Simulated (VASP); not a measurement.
A run of VASP 6.6.1:

Contents of INCAR:

```
SYSTEM = TiH
PREC     = Accurate       ! precision mode
ENCUT    = 520            ! plane-wave cutoff, eV
EDIFF    = 1E-6           ! SCF threshold, eV
ISMEAR   = 0              ! smearing method
SIGMA    = 0.15           ! smearing width, eV
LREAL    = .False.        ! projectors in reciprocal space
LASPH    = .True.         ! aspherical terms in the spheres
NELM     = 100            ! most SCF steps
ALGO     = Normal         ! electronic algorithm
ISIF     = 2              ! what is computed and relaxed
LWAVE    = .False.        ! write WAVECAR
LCHARG   = .True.         ! write CHGCAR
LELF     = .True.         ! ELF
LVHAR    = .True.       
NBANDS   = 14             ! bands
```

KPOINTS

```
Automatic mesh
0
Gamma
  18 18 18
  0 0 0
```

Contents of POSCAR:

```
TiH
1.0
    0.0000000000      2.0516219871      2.0516219871
    1.9080084480      0.0000000000      2.0516219871
    1.9080084480      2.0516219871      0.0000000000
Ti H
1 1
Direct
   -0.0007636598      0.0007636598      0.0007636598
    0.5362639904      0.4637360096      0.4637360096
```

Potentials or basis: VASP PAW LDA potentials, release 64 (Ti_sv, H).

The run is started by

```sh
$ cat potpaw_LDA.64/Ti_sv/POTCAR potpaw_LDA.64/H/POTCAR > POTCAR
$ mpirun -np 1 vasp_std > vasp.out
```

Hardware: 1 thread of Intel(R) Xeon(R) 6975P-C (Granite Rapids) (shared host).

Task: How long does it take, and how much memory?

Result: It took 31 s on 1 thread of Intel(R) Xeon(R) 6975P-C (Granite Rapids) (shared host), peak memory 0.22 GiB. Counts: scf iterations 12, k points 480.
